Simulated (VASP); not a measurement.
Write the native input for VASP 6.6.1 that does the following.

```yaml
Task: single point
Functional: PBEsol
Potentials_or_basis: VASP PAW PBE potentials, release 64 (Mo_sv, Si)
Cutoff: 520 eV
k_mesh: 14 × 14 × 14
Occupations: fermi-dirac, width 0.05 eV
Spin: no spin polarisation
Dipole_correction: no
Further_INCAR_settings: ALGO = Normal; EDIFF = 1e-07; NBANDS = 18
```

The structure of Si2Mo (MoSi2 type) lies in POSCAR:

```
Si2Mo
1.0
   -1.5235431443      1.5235431443      3.7712263481
    1.5235431443     -1.5235431443      3.7712263481
    1.5235431443      1.5235431443     -3.7712263481
Mo Si
1 2
Direct
    0.0000000000      0.0000000000      0.0000000000
    0.3333994082      0.3333994082      0.0000000000
   -0.3333994082     -0.3333994082      0.0000000000
```

This cell differs from its parent crystal: volume scaled by 0.88.

One way to write it, as run:

INCAR

```
ALGO = Normal
EDIFF = 1E-7
ENCUT = 520
GGA = PS
ISIF = 2
ISMEAR = -1
LASPH = T
LCHARG = F
LREAL = F
LWAVE = F
NBANDS = 18
NELM = 60
PREC = Accurate
SIGMA = 0.05
```

KPOINTS

```
k-points
0
Gamma
  14 14 14
```

Potentials or basis: VASP PAW PBE potentials, release 64 (Mo_sv, Si).

The run is started by

```bash
$ cat potpaw_PBE.64/Mo_sv/POTCAR potpaw_PBE.64/Si/POTCAR > POTCAR
$ mpirun -np 1 vasp_std > vasp.out
```

Results of the run:

```json
{
 "Pressure": "37.6 GPa",
 "Largest force": "0.009 eV/Å",
 "Band gap on the k mesh": "zero (band 11 reaches 15.05 eV, above the bottom of band 12 at 13.98 eV)"
}
```

Caveat: the PAW data sets were made with another functional, which shifts forces and pressure a little.

Run time: 2.8 min on 1 thread of Intel(R) Xeon(R) Platinum 8375C CPU @ 2.90GHz (Ice Lake), on a shared host, peak memory 0.28 GiB.
